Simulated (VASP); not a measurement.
Wanted: the native input for a VASP 6.6.1 run.

| Item | Value |
| --- | --- |
| Task | relaxation of cell and atoms |
| Functional | PBE |
| Potentials or basis | VASP PAW PBE potentials, release 64 (B) |
| Cutoff | 600 eV |
| k mesh | 9 × 9 × 9 |
| Occupations | gaussian, width 0.1 eV |
| Spin | no spin polarisation |
| Dipole correction | no |
| Further INCAR settings | ALGO = Normal; EDIFF = 1e-06; IBRION = 2; EDIFFG = -0.04; NSW = 90; ISIF = 3 |

The structure of B lies in POSCAR:

```
B
1.0
    1.4456162645      0.8346269394      2.7837566312
   -1.4456162645      0.8346269394      2.7837566312
    0.0000000000     -1.6692538789      2.7837566312
B
3
Direct
    0.0000000000      0.0000000000      0.0000000000
    0.1970747180      0.1970747180      0.1970747180
    0.8029252820      0.8029252820      0.8029252820
```

The input as run:

INCAR

```
  PREC = Accurate
  ENCUT = 600
  EDIFF = 1E-6
  ISMEAR = 0
  SIGMA = 0.1
  LREAL = F
  LASPH = T
  NELM = 80
  ALGO = Normal
  ISIF = 3
  LWAVE = F
  LCHARG = F
  GGA = PE
  IBRION = 2
  NSW = 90
  EDIFFG = -0.04
```

KPOINTS

```
Automatic mesh
0
Gamma
  9 9 9
```

Potentials or basis: VASP PAW PBE potentials, release 64 (B).

Launch:

```console
$ cat potpaw_PBE.64/B/POTCAR > POTCAR
$ mpirun -np 1 vasp_std > vasp.out
```

Results of the run:

| Item | Value |
| --- | --- |
| Pressure after relaxing | 0.1 GPa |
| Largest force after relaxing | 0.019 eV/Å |

Caveat: the relaxation stopped at its first step, so nothing moved.

Run time: 56 s on 1 thread of AMD EPYC 7R13 (shared host), peak memory 0.12 GiB.
